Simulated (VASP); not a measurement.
Ru, 2 atoms in the cell. It takes space group Fd-3m (No. 227, cubic). Conventional cell: a = 5.554 Å, b = 5.554 Å, c = 5.554 Å, α = 90.00°, β = 90.00°, γ = 90.00°. Within 3.2 Å of Ru (site symmetry -43m) lie 4 Ru at 2.40 Å.  This cell differs from its parent crystal: volume scaled by 1.08.

```yaml
Program: VASP 6.6.1
Task: single point
Functional: r2SCAN
Potentials_or_basis: VASP PAW PBE potentials, release 64 (Ru_pv)
Cutoff: 520 eV
k_mesh: 16 × 16 × 16
Occupations: fermi-dirac, width 0.05 eV
Spin: collinear spin, ferromagnetic start
Starting_moments: "[1.0, 1.0] μB"
Dipole_correction: no
Further_INCAR_settings: ALGO = Normal; EDIFF = 1e-06; NBANDS = 25
```

Potentials or basis: VASP PAW PBE potentials, release 64 (Ru_pv).

The run is started by

```bash
$ cat potpaw_PBE.64/Ru_pv/POTCAR > POTCAR
$ cp INCAR.step1 INCAR
$ mpirun -np 1 vasp_std > vasp.out
$ cp INCAR.step2 INCAR
$ mpirun -np 1 vasp_std > vasp.out
```

Hardware: 1 thread of Intel(R) Xeon(R) 6975P-C (Granite Rapids) (shared host).

Q: Estimate the wall time of this run.

A: Run time: 12 min on 1 thread of Intel(R) Xeon(R) 6975P-C (Granite Rapids), with other jobs on the host, peak memory 0.34 GiB. Counts: k points 145.
